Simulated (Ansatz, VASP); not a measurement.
Two plane-wave programs on Ti

```xyz
2
Lattice="3.1860 0.0000 0.0000 -1.5930 2.7592 0.0000 0.0000 0.0000 4.8734" Properties=species:S:1:pos:R:3 pbc="T T T"
Ti    0.0000    1.8394    1.2184
Ti    1.5930    0.9197    3.6551
```

Change from the starting cell: strain +0.080 along x and y, +0.040 along z, atoms carried along.

Alike in both runs: task single point; functional PBEsol; k mesh 18 × 18 × 10; occupations gaussian, width 0.15 eV; no spin polarisation.

|  | VASP | Ansatz |
| --- | --- | --- |
| version | VASP 6.6.1 | Ansatz 0.2.0 |
| potentials or method | VASP PAW PBE potentials, release 64 (Ti_sv), cutoff 520 eV | scalar-relativistic, plane waves, PAW |
| valence electrons in the cell | 24 | 24 |

```tsv
	VASP	Ansatz	Ansatz less VASP
gap on the k mesh at the Fermi level (eV)	none	none	-
pressure (GPa)	-18.6	-18.6	-0.05
traceless stress, the component that is largest in VASP (GPa)	1.25	1.25	-0.005
```

VASP's potentials were made for PBE, not for PBEsol. A gap of «none» marks a metal or a gap that the smearing closes. The functional is the same, so the differences come from potentials, cutoffs and numerics.
